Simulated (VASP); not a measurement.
Write the native input for VASP 6.6.1 that does the following.

| Quantity | Value |
| --- | --- |
| Task | single point |
| Functional | PBEsol |
| Potentials or basis | VASP PAW PBE potentials, release 64 (Rb_sv) |
| Cutoff | 520 eV |
| k mesh | 8 × 8 × 8 |
| Occupations | fermi-dirac, width 0.05 eV |
| Spin | no spin polarisation |
| Dipole correction | no |
| Further INCAR settings | ALGO = Normal; EDIFF = 1e-06; NBANDS = 10 |

The structure of Rb lies in POSCAR:

```
Rb
1.0
   -2.8060000000      2.8060000000      2.7498800000
    2.8060000000     -2.8060000000      2.7498800000
    2.8060000000      2.8060000000     -2.7498800000
Rb
1
Direct
    0.0000000000      0.0000000000      0.0000000000
```

This cell differs from its parent crystal: zz strain of -2 %.

These files were run (other wordings do the same):

INCAR

```
ALGO = Normal ; EDIFF = 1E-6
ENCUT = 520 ; GGA = PS
ISIF = 2 ; ISMEAR = -1
LASPH = True ; LCHARG = False
LREAL = False ; LWAVE = False
NBANDS = 10 ; NELM = 60
PREC = Accurate ; SIGMA = 0.05
```

KPOINTS

```
k-points
0
Gamma
  8 8 8
```

Potentials or basis: VASP PAW PBE potentials, release 64 (Rb_sv).

Command:

```console
$ cat potpaw_PBE.64/Rb_sv/POTCAR > POTCAR
$ mpirun -np 1 vasp_std > vasp.out
```

Results of the run:

The pressure is 0.0 GPa.

Caveat: the cell differs from its parent crystal (zz strain of -2 %); the PAW data sets were made with another functional, which shifts forces and pressure a little.

It took 11 s on 1 thread of Intel(R) Xeon(R) 6975P-C (Granite Rapids) (shared host), peak memory 0.22 GiB.
